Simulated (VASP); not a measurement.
Here is a VASP 6.6.1 calculation.

File INCAR:

```
SYSTEM = HfV2N3
  PREC = Accurate
  ENCUT = 520
  EDIFF = 1E-6
  ISMEAR = 0
  SIGMA = 0.1
  LREAL = .False.
  LASPH = .True.
  NELM = 150
  ALGO = Normal
  ISIF = 2
  LWAVE = .False.
  LCHARG = .True.
  ISPIN = 2
  MAGMOM = 0 2 2 0 0 0
  LORBIT = 11
  LMAXMIX = 4
  GGA = PE
  LELF = .True.
  LVHAR = .True.
  NBANDS = 38
```

The input KPOINTS:

```
regular mesh
0
Gamma
  6 6 4
  0 0 0
```

The input POSCAR:

```
HfV2N3
1.0
    4.1224890300      0.0000000000      0.0000000000
   -2.0612445100      3.5701802200      0.0000000000
    0.0000000000      0.0000000000      6.4547541700
Hf V N
1 2 3
Direct
    0.6666666700      0.3333333300      0.3268057200
    0.0000000000      0.0000000000      0.8550636900
    0.0000000000      0.0000000000      0.4248850400
    0.3333333300      0.6666666700      0.9548513500
    0.6666666700      0.3333333300      0.9663226800
    0.0000000000      0.0000000000      0.1169851000
```

Potentials or basis: VASP PAW PBE potentials, release 64 (Hf_pv, V_sv, N).

Command:

```sh
$ cat potpaw_PBE.64/Hf_pv/POTCAR potpaw_PBE.64/V_sv/POTCAR potpaw_PBE.64/N/POTCAR > POTCAR
$ mpirun -np 1 vasp_std > vasp.out
```

Predict the net moment.

2.97 μB per cell.

Estimate the band gap on the k mesh.

zero (filled and empty bands overlap).

Stress tensor (GPa, compression positive):
```
 -7.02   0.00   0.00
  0.00  -7.02   0.00
  0.00   0.00 -13.27
```

Caveat: the cell stands under tension; spin-orbit coupling is left out, which moves the levels of the heavy elements; forces of over 1 eV/Å act on the atoms, so gaps and moduli don't describe the material at rest. With open d or f shells a metallic result of PBE can be an artefact of self-interaction; +U or a hybrid may open a gap.
